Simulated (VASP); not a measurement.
# Cs4Pb4IBr11 (a cell with a defect) in VASP: single point with PBE

Aim: the single point of Cs4Pb4IBr11 (a cell with a defect) with PBE.

Program: VASP 6.6.1. These are calculated values, not measurements. Logs are shortened: lines on timing, memory, paths and dates and some standing lists are left out, and cuts for length are marked.

## 1. The cell of the first run

The cell holds a defect, 20 atoms: a = 10.167 Å, b = 10.167 Å, c = 10.167 Å, α = 109.47°, β = 109.47°, γ = 109.47°.

## 2. Single point, PBE

Input file INCAR:

```
SYSTEM = Cs4Pb4IBr11
PREC     = Accurate       ! precision mode
ENCUT    = 520            ! plane-wave cutoff, eV
EDIFF    = 1E-6           ! SCF threshold, eV
ISMEAR   = -1             ! smearing method
SIGMA    = 0.01           ! smearing width, eV
LREAL    = Auto         
LASPH    = .TRUE.         ! aspherical terms in the spheres
NELM     = 80             ! most SCF steps
ALGO     = Normal         ! electronic algorithm
ISIF     = 2              ! what is computed and relaxed
LWAVE    = .FALSE.        ! write WAVECAR
LCHARG   = .FALSE.        ! write CHGCAR
GGA      = PE             ! functional
NBANDS   = 104            ! bands
```

Input file KPOINTS:

```
regular mesh
0
G
  2 2 2
  0 0 0
```

Input file POSCAR:

```
Cs4Pb4IBr11
1.0
   -5.8700000000      5.8700000000      5.8700000000
    5.8700000000     -5.8700000000      5.8700000000
    5.8700000000      5.8700000000     -5.8700000000
Cs Pb I Br
4 4 1 11
Direct
   -0.0009132688     -0.0004566344     -0.0004566344
    0.5000000000      0.5004566344     -0.0004566344
    0.5000000000     -0.0004566344      0.5004566344
    0.0009132688      0.5004566344      0.5004566344
    0.5000000000      0.5075859378      0.5075859378
    0.0000000000      0.0000000000      0.5000000000
    0.0000000000      0.5000000000      0.0000000000
    0.5000000000     -0.0075859378     -0.0075859378
    0.5000000000      0.2500000000      0.2500000000
    0.0000000000      0.7500000000      0.2500000000
    0.0000000000      0.2500000000      0.7500000000
    0.5000000000      0.7500000000      0.7500000000
    0.2497573629      0.5013312986      0.2510886616
    0.7502426371     -0.0013312986      0.2489113384
    0.7502426371      0.5013312986      0.7515739357
    0.2497573629     -0.0013312986      0.7484260643
    0.2497573629      0.2510886616      0.5013312986
    0.7502426371      0.7515739357      0.5013312986
    0.7502426371      0.2489113384     -0.0013312986
    0.2497573629      0.7484260643     -0.0013312986
```

Potentials or basis: VASP PAW PBE potentials, release 64 (Cs_sv, Pb_d, I, Br).

Launch:

```
> cat potpaw_PBE.64/Cs_sv/POTCAR potpaw_PBE.64/Pb_d/POTCAR potpaw_PBE.64/I/POTCAR potpaw_PBE.64/Br/POTCAR > POTCAR
> mpirun -np 1 vasp_std > vasp.out
```

OUTCAR:

```text
SYSTEM = Cs4Pb4IBr11
   PREC = Accurate
   ENCUT = 520
   EDIFF = 1E-6
   ISMEAR = -1
   LREAL = Auto
   LASPH = .TRUE.
   NELM = 80
   ISIF = 2
   GGA = PE

 ion  position               nearest neighbor table
   1  0.999  1.000  1.000-
   2  0.500  0.500  1.000-
   3  0.500  1.000  0.500-
   4  0.001  0.500  0.500-
   5  0.500  0.508  0.508-  12 2.85  13 2.94  17 2.94  15 2.94  18 2.94   9 3.02
   6  0.000  0.000  0.500-  16 2.93  18 2.93  17 2.93  14 2.93  10 2.94  11 2.94
   7  0.000  0.500  0.000-  15 2.93  20 2.93  19 2.93  13 2.93  10 2.94  11 2.94
   8  0.500  0.992  0.992-  12 2.85  14 2.94  19 2.94  16 2.94  20 2.94   9 3.02
   9  0.500  0.250  0.250-   5 3.02   8 3.02
  10  0.000  0.750  0.250-   6 2.94   7 2.94
  11  0.000  0.250  0.750-   6 2.94   7 2.94
  12  0.500  0.750  0.750-   5 2.85   8 2.85
  13  0.250  0.501  0.251-   7 2.93   5 2.94
  14  0.750  0.999  0.249-   6 2.93   8 2.94
  15  0.750  0.501  0.752-   7 2.93   5 2.94
  16  0.250  0.999  0.748-   6 2.93   8 2.94
  17  0.250  0.251  0.501-   6 2.93   5 2.94
  18  0.750  0.752  0.501-   6 2.93   5 2.94
  19  0.750  0.249  0.999-   7 2.93   8 2.94
  20  0.250  0.748  0.999-   7 2.93   8 2.94

  LATTYP: Found a body centered cubic cell.
 ALAT       =    11.7400000000

  Lattice vectors:

 A1 = (  -5.8700000000,   5.8700000000,   5.8700000000)
 A2 = (   5.8700000000,  -5.8700000000,   5.8700000000)
 A3 = (   5.8700000000,   5.8700000000,  -5.8700000000)

Analysis of symmetry for initial positions (statically):
=====================================================================
 Subroutine PRICEL returns:
 Original cell was already a primitive cell.

 Routine SETGRP: Setting up the symmetry group for a
 body centered cubic supercell.

 Subroutine GETGRP returns: Found 16 space group operations
 (whereof  4 operations were pure point group operations)
 out of a pool of 48 trial point group operations.

The static configuration has the point symmetry C_2v.
 The point group associated with its full space group is D_4h.

Analysis of symmetry for dynamics (positions and initial velocities):
=====================================================================
 Subroutine PRICEL returns:
 Original cell was already a primitive cell.

 Routine SETGRP: Setting up the symmetry group for a
 body centered cubic supercell.

 Subroutine GETGRP returns: Found 16 space group operations
 (whereof  4 operations were pure point group operations)
 out of a pool of 48 trial point group operations.

The dynamic configuration has the point symmetry C_2v.
 The point group associated with its full space group is D_4h.

 Subroutine INISYM returns: Found 16 space group operations
 (whereof  4 operations are pure point group operations),
 and found     1 'primitive' translations

----------------------------------------------------------------------------------------

                                     Primitive cell

  volume of cell :     809.0480

  direct lattice vectors                    reciprocal lattice vectors
    -5.870000000  5.870000000  5.870000000     0.000000000  0.085178876  0.085178876
     5.870000000 -5.870000000  5.870000000     0.085178876  0.000000000  0.085178876
     5.870000000  5.870000000 -5.870000000     0.085178876  0.085178876  0.000000000

  length of vectors
    10.167138240 10.167138240 10.167138240     0.120461121  0.120461121  0.120461121

  position of ions in fractional coordinates (direct lattice)
     0.999086731  0.999543366  0.999543366
     0.500000000  0.500456634  0.999543366
     0.500000000  0.999543366  0.500456634
     0.000913269  0.500456634  0.500456634
     0.500000000  0.507585938  0.507585938
     0.000000000  0.000000000  0.500000000
[... 12 lines left out ...]
     0.750242637  0.248911338  0.998668701
     0.249757363  0.748426064  0.998668701

  ion indices of the primitive-cell ions
   primitive index   ion index
                 1           1
                 2           2
                 3           3
                 4           4
                 5           5
                 6           6
[... 12 lines left out ...]
                19          19
                20          20

----------------------------------------------------------------------------------------

 KPOINTS: regular mesh

Automatic generation of k-mesh.
 Grid dimensions read from file:
 generate k-points for:    2    2    2

 Generating k-lattice:

  Cartesian coordinates                     Fractional coordinates (reciprocal lattice)
     0.000000000  0.042589438  0.042589438     0.500000000  0.000000000  0.000000000
     0.042589438  0.000000000  0.042589438     0.000000000  0.500000000  0.000000000
     0.042589438  0.042589438  0.000000000     0.000000000  0.000000000  0.500000000

  Length of vectors
     0.060230561  0.060230561  0.060230561

  Shift w.r.t. Gamma in fractional coordinates (k-lattice)
     0.000000000  0.000000000  0.000000000

 Subroutine IBZKPT returns following result:
 ===========================================

 Found      4 irreducible k-points:

 Following reciprocal coordinates:
            Coordinates               Weight
  0.000000  0.000000  0.000000      1.000000
  0.500000  0.000000  0.000000      2.000000
  0.000000  0.500000  0.000000      4.000000
  0.500000  0.500000  0.500000      1.000000
   k-points           NKPTS =      4   k-points in BZ     NKDIM =      4   number of bands    NBANDS=    104
   number of dos      NEDOS =    301   number of ions     NIONS =     20
   total plane-waves  NPLWV = 512000
   dimension x,y,z NGX =    80 NGY =   80 NGZ =   80
   dimension x,y,z NGXF=   160 NGYF=  160 NGZF=  160
   ions per type =               4   4   1  11
   NGX,Y,Z   is equivalent  to a cutoff of  13.08, 13.08, 13.08 a.u.
   NGXF,Y,Z  is equivalent  to a cutoff of  26.16, 26.16, 26.16 a.u.
 SYSTEM =  Cs4Pb4IBr11
   PREC   = accura    normal or accurate (medium, high low for compatibility)
   ISTART =      0    job   : 0-new  1-cont  2-samecut
   ICHARG =      2    charge: 1-file 2-atom 10-const
   ISPIN  =      1    spin polarized calculation?
   LNONCOLLINEAR =      F non collinear calculations
   LSORBIT =      F    spin-orbit coupling
   LASPH  =      T    aspherical Exc in radial PAW
   ENCUT  =  520.0 eV  38.22 Ry    6.18 a.u.  18.90 18.90 18.90*2*pi/ulx,y,z
   NELM   =     80;   NELMIN=  2; NELMDL= -5     # of ELM steps
   EDIFF  = 0.1E-05   stopping-criterion for ELM
   LREAL  =      T    real-space projection
   EDIFFG = 0.1E-04   stopping-criterion for IOM
   NSW    =      0    number of steps for IOM
   IBRION =     -1    ionic relax: 0-MD 1-quasi-New 2-CG
   NFREE  =      0    steps in history (QN), initial steepest desc. (CG)
   ISIF   =      2    stress and relaxation
   ISYM   =      2    0-nonsym 1-usesym 2-fastsym
   POTIM  = 0.5000    time-step for ionic-motion
   TEBEG  =    0.0;   TEEND  =   0.0 temperature during run
   PSTRESS=    0.0 pullay stress
   NELECT =     176.0000    total number of electrons
   NUPDOWN=      -1.0000    fix difference up-down
   EMIN   =  10.00;   EMAX   =-10.00  energy-range for DOS
   EFERMI =   0.00;   METHOD = LEGACY
   ISMEAR =    -1;   SIGMA  =   0.01  broadening in eV -4-tet -1-fermi 0-gaus
   EFERMI_NEDOS =   21; number of points for ismear=-14 and -15
   IALGO  =     38    algorithm
   IMIX   =      4    mixing-type and parameters
     AMIX     =   0.40;   BMIX     =  1.00
     AMIX_MAG =   1.60;   BMIX_MAG =  1.00
  volume/ion in A,a.u.               =      40.45       272.99
  Fermi-wavevector in a.u.,A,eV,Ry     =   0.984587  1.860600 13.189657  0.969412
  Thomas-Fermi vector in A             =   2.115831
   LORBIT       =      0    0 simple, 1 ext, 2 COOP (PROOUT), +10 PAW based schemes
   GGA     = PE    functional components
   LHFCALC =     F    Hartree Fock is set to
   AEXX    =    0.0000 exact exchange contribution
   IVDW    =     0    specifies the selected vdW correction
   LEPSILON=     F    determine dielectric tensor
   LRPA    =     F    only Hartree local field effects (RPA)
 non-spin polarized calculation
  energy-cutoff  :      520.00
  volume of cell :      809.05
 maximum number of plane-waves:     21769
 NGX is ok and might be reduce to    80
   NGX = 37   NGY = 37   NGZ = 37

 number of electron     176.0000035 magnetization

 Free energy of the ion-electron system (eV)
  ---------------------------------------------------
  ext. energy  EPLUGINS =         0.00000000
  ---------------------------------------------------
  free energy    TOTEN  =       -62.36511565 eV

  energy without entropy =      -62.36511565  energy(sigma->0) =      -62.36511565

 E-fermi :   1.8443     XC(G=0):  -7.6947

 val. band max:        1.6096923730   @ k =   0.5000   0.5000   0.5000
 cond. band min:       3.0012469849   @ k =   0.5000   0.5000   0.5000
 fundamental gap:      1.3915546119
 Fermi energy:         1.8443106518

 k-point     1 :       0.0000    0.0000    0.0000
  band No.  band energies     occupation
      1     -19.9865      2.00000
      2     -19.9845      2.00000
      3     -19.9845      2.00000
      4     -19.9845      2.00000
      5     -15.3857      2.00000
      6     -15.3708      2.00000
[... 92 lines left out ...]
     99       6.2698      0.00000
    100       6.2698      0.00000

 k-point     2 :       0.5000    0.0000    0.0000
  band No.  band energies     occupation
      1     -19.9855      2.00000
      2     -19.9855      2.00000
      3     -19.9846      2.00000
      4     -19.9846      2.00000
      5     -15.3767      2.00000
      6     -15.3605      2.00000
[... 92 lines left out ...]
     99       5.7657      0.00000
    100       5.8014      0.00000

 k-point     3 :       0.0000    0.5000    0.0000
  band No.  band energies     occupation
      1     -19.9855      2.00000
      2     -19.9855      2.00000
      3     -19.9846      2.00000
      4     -19.9846      2.00000
      5     -15.3725      2.00000
      6     -15.3556      2.00000
[... 92 lines left out ...]
     99       5.7317      0.00000
    100       5.9236      0.00000

 k-point     4 :       0.5000    0.5000    0.5000
  band No.  band energies     occupation
      1     -19.9855      2.00000
      2     -19.9854      2.00000
      3     -19.9854      2.00000
      4     -19.9838      2.00000
      5     -15.3882      2.00000
      6     -15.3731      2.00000
[... 92 lines left out ...]
     99       6.4120      0.00000
    100       6.5603      0.00000
 [bands above 100 left out]

------------------------ aborting loop because EDIFF is reached ----------------------------------------

  FORCE on cell =-STRESS in cart. coord.  units (eV):
  Direction    XX          YY          ZZ          XY          YZ          ZX
  --------------------------------------------------------------------------------------
  -------------------------------------------------------------------------------------
  Total       13.2907548      8.4231409      8.4231409      0.0000000     -0.0000000      0.0000000
  in kB       26.3200030     16.6805495     16.6805495      0.0000000     -0.0000000      0.0000000
  external PRESSURE =      19.8937006 kB  Pullay stress =       0.0000000 kB

 VOLUME and BASIS-vectors are now :
 -----------------------------------------------------------------------------
  energy-cutoff  :      520.00
  volume of cell :      809.05
      direct lattice vectors                 reciprocal lattice vectors
    -5.870000000  5.870000000  5.870000000     0.000000000  0.085178876  0.085178876
     5.870000000 -5.870000000  5.870000000     0.085178876  0.000000000  0.085178876
     5.870000000  5.870000000 -5.870000000     0.085178876  0.085178876  0.000000000

 POSITION                                       TOTAL-FORCE (eV/Angst)
 -----------------------------------------------------------------------------------
      5.87000      5.86464      5.86464         0.000000     -0.007012     -0.007012
      5.87000      5.86464      0.00536        -0.000000     -0.007012      0.007012
      5.87000      0.00536      5.86464        -0.000000      0.007012     -0.007012
      5.87000      0.00536      0.00536        -0.000000      0.007012      0.007012
      3.02406      2.93500      2.93500        -0.016320      0.000000      0.000000
      2.93500      2.93500     -2.93500        -0.000000      0.000000      0.000000
[... 12 lines left out ...]
      2.91937      8.80500      0.00285        -0.006692      0.000000     -0.010497
      8.78937      2.93500     -0.00285        -0.006692     -0.000000      0.010497
 -----------------------------------------------------------------------------------
    total drift:                               -0.000000      0.000000     -0.000000

  FREE ENERGIE OF THE ION-ELECTRON SYSTEM (eV)
  ---------------------------------------------------
  free  energy   TOTEN  =       -62.3651156541 eV

  energy  without entropy=      -62.3651156541  energy(sigma->0) =      -62.36511565
```

Run time: 14 min. Hardware: 1 thread of Intel Xeon 8259CL, shared host; peak memory 1.1 GiB.

What came out:

| Item | Value |
| --- | --- |
| Free energy | -62.3651 eV |
| Pressure | 2.0 GPa |
| Largest force | 0.016 eV/Å |
| Band gap on the k mesh | 1.39 eV |

Forces in eV/Å, atoms in the order of the input:
```
Cs   0.000 -0.007 -0.007
Cs   0.000 -0.007  0.007
Cs   0.000  0.007 -0.007
Cs   0.000  0.007  0.007
Pb  -0.016  0.000  0.000
Pb   0.000  0.000  0.000
Pb   0.000  0.000  0.000
Pb   0.016  0.000  0.000
I    0.000  0.000  0.000
Br   0.000  0.000  0.000
Br   0.000  0.000  0.000
Br   0.000  0.000  0.000
Br   0.007  0.010  0.000
Br  -0.007 -0.010  0.000
Br   0.007 -0.010  0.000
Br  -0.007  0.010  0.000
Br   0.007  0.000  0.010
Br   0.007  0.000 -0.010
Br  -0.007  0.000 -0.010
Br  -0.007  0.000  0.010
```

Levels at points of the mesh, in eV from the valence-band top:
| k point | band 86 | band 87 | band 88 | band 89 | band 90 | band 91 |
| --- | --- | --- | --- | --- | --- | --- |
| (0.00, 0.00, 0.00) | -0.81 | -0.79 | -0.57 | 1.94 | 1.94 | 1.98 |
| (0.50, 0.00, 0.00) | -1.71 | -1.24 | -0.91 | 1.99 | 1.99 | 3.26 |
| (0.00, 0.50, 0.00) | -1.77 | -1.25 | -1.22 | 1.96 | 1.97 | 3.37 |
| (0.50, 0.50, 0.50) | -1.53 | -1.32 | 0.00 | 1.39 | 1.39 | 1.48 |

Caveat: spin-orbit coupling is left out, which moves the levels of the heavy elements.
